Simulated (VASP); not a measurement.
# AlInAsP3 (P-6m2) in VASP: a series of runs

Runs on AlInAsP3. Level: PBE. Tasks: single point, relaxation of cell and atoms.

All numbers are computed with VASP 6.6.1; they aren't measurements. Logs are shortened: lines on timing, memory, paths and dates and some standing lists are left out, and cuts for length are marked.

## Step 1: The cell of the first run

It takes space group P-6m2 (No. 187, hexagonal). Conventional cell: a = 4.908 Å, b = 4.908 Å, c = 6.931 Å, α = 90.00°, β = 90.00°, γ = 120.00°. Within 3.8 Å of Al (site symmetry -6m2) lie 3 In at 2.83 Å and 3 As at 2.83 Å and 6 P at 3.71 Å. In (site symmetry -6m2) has 3 As at 2.83 Å and 3 Al at 2.83 Å and 8 P at 3.47 to 3.71 Å within 3.8 Å. Within 2.8 Å of P (site symmetry 3m) lie 1 P at 2.14 Å and 1 As at 2.39 Å. P (site symmetry -6m2) has 6 P at 3.03 Å and 2 In at 3.47 Å within 4.0 Å. Within 3.2 Å of As (site symmetry -6m2) lie 2 P at 2.39 Å and 3 In at 2.83 Å and 3 Al at 2.83 Å.

The cell was generated, and may not be a known phase.

## Step 2: Single point, PBE

INCAR

```
PREC     = Accurate       # precision mode
ENCUT    = 500            # plane-wave cutoff, eV
EDIFF    = 1E-6           # SCF threshold, eV
ISMEAR   = 0              # smearing method
SIGMA    = 0.1            # smearing width, eV
LREAL    = F              # projectors in reciprocal space
LASPH    = T              # aspherical terms in the spheres
NELM     = 120            # most SCF steps
ALGO     = Normal         # electronic algorithm
ISIF     = 2              # what is computed and relaxed
LWAVE    = F              # write WAVECAR
LCHARG   = F              # write CHGCAR
GGA      = PE             # functional
NBANDS   = 27             # bands
GGA_COMPAT= F
```

KPOINTS

```
Automatic mesh
0
Gamma
  12 12 6
```

POSCAR

```
AlInAsP3
1.0
    4.9080425038      0.0000000000      0.0000000000
   -2.4540212519      4.2504894911      0.0000000000
    0.0000000000      0.0000000000      6.9306322655
Al In P As
1 1 3 1
Direct
    0.0000000000      0.0000000000      0.0000000000
    0.3333333333      0.6666666667      0.0000000000
    0.6666666667      0.3333333333      0.6546056909
    0.6666666667      0.3333333333      0.3453943091
    0.3333333333      0.6666666667      0.5000000000
    0.6666666667      0.3333333333      0.0000000000
```

Potentials or basis: VASP PAW PBE potentials, release 64 (Al, In_d, P, As).

Run with:

```
cat potpaw_PBE.64/Al/POTCAR potpaw_PBE.64/In_d/POTCAR potpaw_PBE.64/P/POTCAR potpaw_PBE.64/As/POTCAR > POTCAR
mpirun -np 1 vasp_std > vasp.out
```

OUTCAR:

```text
PREC = Accurate
   ENCUT = 500
   EDIFF = 1E-6
   ISMEAR = 0
   LREAL = F
   LASPH = T
   NELM = 120
   ISIF = 2
   GGA = PE

 ion  position               nearest neighbor table
   1  0.000  0.000  0.000-   2 2.83   6 2.83   2 2.83   6 2.83   6 2.83   2 2.83
   2  0.333  0.667  0.000-   6 2.83   1 2.83   6 2.83   1 2.83   1 2.83   6 2.83   5 3.47   5 3.47

   3  0.667  0.333  0.655-   4 2.14   6 2.39
   4  0.667  0.333  0.345-   3 2.14   6 2.39
   5  0.333  0.667  0.500-   2 3.47   2 3.47
   6  0.667  0.333  0.000-   3 2.39   4 2.39   2 2.83   1 2.83   2 2.83   1 2.83   1 2.83   2 2.83

  LATTYP: Found a hexagonal cell.
 ALAT       =     4.9080425038
 C/A-ratio  =     1.4120970346

  Lattice vectors:

 A1 = (   4.9080425038,   0.0000000000,   0.0000000000)
 A2 = (  -2.4540212519,   4.2504894911,   0.0000000000)
 A3 = (   0.0000000000,   0.0000000000,   6.9306322655)

Analysis of symmetry for initial positions (statically):
=====================================================================
 Subroutine PRICEL returns:
 Original cell was already a primitive cell.

 Routine SETGRP: Setting up the symmetry group for a
 hexagonal supercell.

 Subroutine GETGRP returns: Found 12 space group operations
 (whereof 12 operations were pure point group operations)
 out of a pool of 24 trial point group operations.

The static configuration has the point symmetry D_3h.

Analysis of symmetry for dynamics (positions and initial velocities):
=====================================================================
 Subroutine PRICEL returns:
 Original cell was already a primitive cell.

 Routine SETGRP: Setting up the symmetry group for a
 hexagonal supercell.

 Subroutine GETGRP returns: Found 12 space group operations
 (whereof 12 operations were pure point group operations)
 out of a pool of 24 trial point group operations.

The dynamic configuration has the point symmetry D_3h.

 Subroutine INISYM returns: Found 12 space group operations
 (whereof 12 operations are pure point group operations),
 and found     1 'primitive' translations

----------------------------------------------------------------------------------------

                                     Primitive cell

  volume of cell :     144.5840

  direct lattice vectors                    reciprocal lattice vectors
     4.908042504  0.000000000  0.000000000     0.203747217  0.117633510  0.000000000
    -2.454021252  4.250489491  0.000000000     0.000000000  0.235267021  0.000000000
     0.000000000  0.000000000  6.930632265     0.000000000  0.000000000  0.144286980

  length of vectors
     4.908042504  4.908042504  6.930632265     0.235267021  0.235267021  0.144286980

  position of ions in fractional coordinates (direct lattice)
     0.000000000  0.000000000  0.000000000
     0.333333333  0.666666667  0.000000000
     0.666666667  0.333333333  0.654605691
     0.666666667  0.333333333  0.345394309
     0.333333333  0.666666667  0.500000000
     0.666666667  0.333333333  0.000000000

  ion indices of the primitive-cell ions
   primitive index   ion index
                 1           1
                 2           2
                 3           3
                 4           4
                 5           5
                 6           6

----------------------------------------------------------------------------------------

 KPOINTS: Automatic mesh

Automatic generation of k-mesh.
 Grid dimensions read from file:
 generate k-points for:   12   12    6

 Generating k-lattice:

  Cartesian coordinates                     Fractional coordinates (reciprocal lattice)
     0.016978935  0.009802793  0.000000000     0.083333333  0.000000000  0.000000000
     0.000000000  0.019605585  0.000000000     0.000000000  0.083333333  0.000000000
     0.000000000  0.000000000  0.024047830     0.000000000  0.000000000  0.166666667

  Length of vectors
     0.019605585  0.019605585  0.024047830

  Shift w.r.t. Gamma in fractional coordinates (k-lattice)
     0.000000000  0.000000000  0.000000000

 Subroutine IBZKPT returns following result:
 ===========================================

 Found     76 irreducible k-points:

 Following reciprocal coordinates:
            Coordinates               Weight
  0.000000  0.000000  0.000000      1.000000
  0.083333  0.000000  0.000000      6.000000
  0.166667 -0.000000  0.000000      6.000000
  0.250000 -0.000000  0.000000      6.000000
  0.333333  0.000000  0.000000      6.000000
  0.416667  0.000000  0.000000      6.000000
[... 16 lines left out ...]
  0.250000 -0.000000  0.166667     12.000000
  0.333333  0.000000  0.166667     12.000000
 [... further k-points ...]
   k-points           NKPTS =     76   k-points in BZ     NKDIM =     76   number of bands    NBANDS=     27
   number of dos      NEDOS =    301   number of ions     NIONS =      6
   total plane-waves  NPLWV =  69984
   dimension x,y,z NGX =    36 NGY =   36 NGZ =   54
   dimension x,y,z NGXF=    72 NGYF=   72 NGZF=  108
   ions per type =               1   1   3   1
   NGX,Y,Z   is equivalent  to a cutoff of  12.19, 12.19, 12.95 a.u.
   NGXF,Y,Z  is equivalent  to a cutoff of  24.39, 24.39, 25.91 a.u.
 SYSTEM =  unknown system
   PREC   = accura    normal or accurate (medium, high low for compatibility)
   ISTART =      0    job   : 0-new  1-cont  2-samecut
   ICHARG =      2    charge: 1-file 2-atom 10-const
   ISPIN  =      1    spin polarized calculation?
   LNONCOLLINEAR =      F non collinear calculations
   LSORBIT =      F    spin-orbit coupling
   LASPH  =      T    aspherical Exc in radial PAW
   ENCUT  =  500.0 eV  36.75 Ry    6.06 a.u.   8.95  8.95 12.64*2*pi/ulx,y,z
   NELM   =    120;   NELMIN=  2; NELMDL= -5     # of ELM steps
   EDIFF  = 0.1E-05   stopping-criterion for ELM
   LREAL  =      F    real-space projection
   EDIFFG = 0.1E-04   stopping-criterion for IOM
   NSW    =      0    number of steps for IOM
   IBRION =     -1    ionic relax: 0-MD 1-quasi-New 2-CG
   NFREE  =      0    steps in history (QN), initial steepest desc. (CG)
   ISIF   =      2    stress and relaxation
   ISYM   =      2    0-nonsym 1-usesym 2-fastsym
   POTIM  = 0.5000    time-step for ionic-motion
   TEBEG  =    0.0;   TEEND  =   0.0 temperature during run
   PSTRESS=    0.0 pullay stress
   NELECT =      36.0000    total number of electrons
   NUPDOWN=      -1.0000    fix difference up-down
   EMIN   =  10.00;   EMAX   =-10.00  energy-range for DOS
   EFERMI =   0.00;   METHOD = LEGACY
   ISMEAR =     0;   SIGMA  =   0.10  broadening in eV -4-tet -1-fermi 0-gaus
   EFERMI_NEDOS =   21; number of points for ismear=-14 and -15
   IALGO  =     38    algorithm
   IMIX   =      4    mixing-type and parameters
     AMIX     =   0.40;   BMIX     =  1.00
     AMIX_MAG =   1.60;   BMIX_MAG =  1.00
  volume/ion in A,a.u.               =      24.10       162.62
  Fermi-wavevector in a.u.,A,eV,Ry     =   1.029917  1.946261 14.432099  1.060729
  Thomas-Fermi vector in A             =   2.163989
   LORBIT       =      0    0 simple, 1 ext, 2 COOP (PROOUT), +10 PAW based schemes
   GGA     = PE    functional components
   LHFCALC =     F    Hartree Fock is set to
   AEXX    =    0.0000 exact exchange contribution
   IVDW    =     0    specifies the selected vdW correction
   LEPSILON=     F    determine dielectric tensor
   LRPA    =     F    only Hartree local field effects (RPA)
 non-spin polarized calculation
 Gauss-broadening in eV      SIGMA  =   0.10
  energy-cutoff  :      500.00
  volume of cell :      144.58
 maximum number of plane-waves:      3698
 NGX is ok and might be reduce to    36
   NGX = 17   NGY = 17   NGZ = 25

 number of electron      35.9999997 magnetization

 Free energy of the ion-electron system (eV)
  ---------------------------------------------------
  ext. energy  EPLUGINS =         0.00000000
  ---------------------------------------------------
  free energy    TOTEN  =       -21.83855852 eV

  energy without entropy =      -21.81586561  energy(sigma->0) =      -21.82721206

 E-fermi :   4.8783     XC(G=0):  -9.2037

 val. band max:        4.8764811286   @ k =   0.3333   0.1667   0.3333
 cond. band min:       4.8790932758   @ k =   0.1667  -0.0000   0.5000
 fundamental gap:      0.0026121472
 Fermi energy:         4.8783009952

 k-point     1 :       0.0000    0.0000    0.0000
  band No.  band energies     occupation
      1     -10.0065      2.00000
      2      -9.9171      2.00000
      3      -9.9171      2.00000
      4      -9.8095      2.00000
      5      -9.8095      2.00000
      6      -8.8166      2.00000
[... 19 lines left out ...]
     26      10.3288      0.00000
     27      10.3311      0.00000

 k-point     2 :       0.0833    0.0000    0.0000
  band No.  band energies     occupation
      1     -10.0046      2.00000
      2      -9.9158      2.00000
      3      -9.9148      2.00000
      4      -9.8104      2.00000
      5      -9.8096      2.00000
      6      -8.7941      2.00000
[... 19 lines left out ...]
     26      10.1206      0.00000
     27      10.4346      0.00000

 k-point     3 :       0.1667   -0.0000    0.0000
  band No.  band energies     occupation
      1     -10.0023      2.00000
      2      -9.9097      2.00000
      3      -9.9084      2.00000
      4      -9.8128      2.00000
      5      -9.8100      2.00000
      6      -8.7295      2.00000
[... 19 lines left out ...]
     26       9.7659      0.00000
     27      10.7321      0.00000

 k-point     4 :       0.2500   -0.0000    0.0000
  band No.  band energies     occupation
      1     -10.0048      2.00000
      2      -9.8996      2.00000
      3      -9.8967      2.00000
      4      -9.8162      2.00000
      5      -9.8104      2.00000
      6      -8.6330      2.00000
[... 19 lines left out ...]
     26       9.3755      0.00000
     27      11.1695      0.00000
[... 516 lines left out ...]
      4      -9.8130      2.00000
      5      -9.8100      2.00000
      6      -8.6550      2.00000
[... 19 lines left out ...]
     26       9.3891      0.00000
     27      10.8387      0.00000

 k-point    23 :       0.2500   -0.0000    0.1667
  band No.  band energies     occupation
      1     -10.0029      2.00000
      2      -9.8996      2.00000
      3      -9.8965      2.00000
      4      -9.8165      2.00000
      5      -9.8105      2.00000
      6      -8.5585      2.00000
[... 19 lines left out ...]
     26       8.9728      0.00000
     27      11.0208      0.00000

 k-point    24 :       0.3333    0.0000    0.1667
  band No.  band energies     occupation
      1     -10.0094      2.00000
      2      -9.8907      2.00000
      3      -9.8807      2.00000
      4      -9.8200      2.00000
      5      -9.8110      2.00000
      6      -8.4510      2.00000
[... 19 lines left out ...]
     26       9.7384      0.00000
     27      10.8717      0.00000

 [... further k-points ...]

------------------------ aborting loop because EDIFF is reached ----------------------------------------

  FORCE on cell =-STRESS in cart. coord.  units (eV):
  Direction    XX          YY          ZZ          XY          YZ          ZX
  --------------------------------------------------------------------------------------
  -------------------------------------------------------------------------------------
  Total        0.0061363      0.0061363      0.0128171      0.0000000      0.0000000      0.0000000
  in kB        0.0679985      0.0679985      0.1420303      0.0000000      0.0000000      0.0000000
  external PRESSURE =       0.0926758 kB  Pullay stress =       0.0000000 kB

 VOLUME and BASIS-vectors are now :
 -----------------------------------------------------------------------------
  energy-cutoff  :      500.00
  volume of cell :      144.58
      direct lattice vectors                 reciprocal lattice vectors
     4.908042504  0.000000000  0.000000000     0.203747217  0.117633510  0.000000000
    -2.454021252  4.250489491  0.000000000     0.000000000  0.235267021  0.000000000
     0.000000000  0.000000000  6.930632265     0.000000000  0.000000000  0.144286980

 POSITION                                       TOTAL-FORCE (eV/Angst)
 -----------------------------------------------------------------------------------
      0.00000      0.00000      0.00000        -0.000000     -0.000000      0.000000
     -0.00000      2.83366      0.00000         0.000000      0.000000      0.000000
      2.45402      1.41683      4.53683         0.000000      0.000000     -0.046499
      2.45402      1.41683      2.39380        -0.000000      0.000000      0.046499
     -0.00000      2.83366      3.46532        -0.000000      0.000000      0.000000
      2.45402      1.41683      0.00000        -0.000000      0.000000      0.000000
 -----------------------------------------------------------------------------------
    total drift:                               -0.000000      0.000000     -0.000000

  FREE ENERGIE OF THE ION-ELECTRON SYSTEM (eV)
  ---------------------------------------------------
  free  energy   TOTEN  =       -21.8385585184 eV

  energy  without entropy=      -21.8158656058  energy(sigma->0) =      -21.82721206
```

Run time: 5.9 min. Hardware: 1 thread of Intel Xeon Platinum 8488C (Sapphire Rapids), shared host; peak memory 0.45 GiB.

Results:

* Free energy: -21.8386 eV
* Pressure: 0.0 GPa
* Largest force: 0.046 eV/Å
* Band gap on the k mesh: zero (bands 18 and 19 overlap by 1.56 eV)

Forces in eV/Å, atoms in the order of the input:
```
Al   0.000  0.000  0.000
In   0.000  0.000  0.000
P    0.000  0.000 -0.046
P    0.000  0.000  0.046
P    0.000  0.000  0.000
As   0.000  0.000  0.000
```

Levels at points of the mesh, in eV from the Fermi level:
```csv
k point,band 14,band 15,band 16,band 17,band 18,band 19,band 20,band 21,band 22,band 23
"(0.00, 0.00, 0.00)",-2.44,-1.99,-1.88,-1.20,-0.89,-0.89,-0.26,-0.26,0.12,0.51
"(0.50, 0.00, 0.00)",-3.23,-2.39,-1.92,-1.06,-0.60,0.19,0.58,1.67,2.19,3.12
"(0.00, 0.00, 0.50)",-3.44,-3.44,-0.75,-0.75,-0.72,-0.05,-0.05,0.63,0.84,1.08
"(0.50, 0.00, 0.50)",-3.88,-3.05,-1.56,0.00,0.66,1.23,1.31,1.45,2.25,2.72
```

Caveat: spin-orbit coupling is left out, which moves the levels of the heavy elements.

(Part 1 of 2 ends here.)
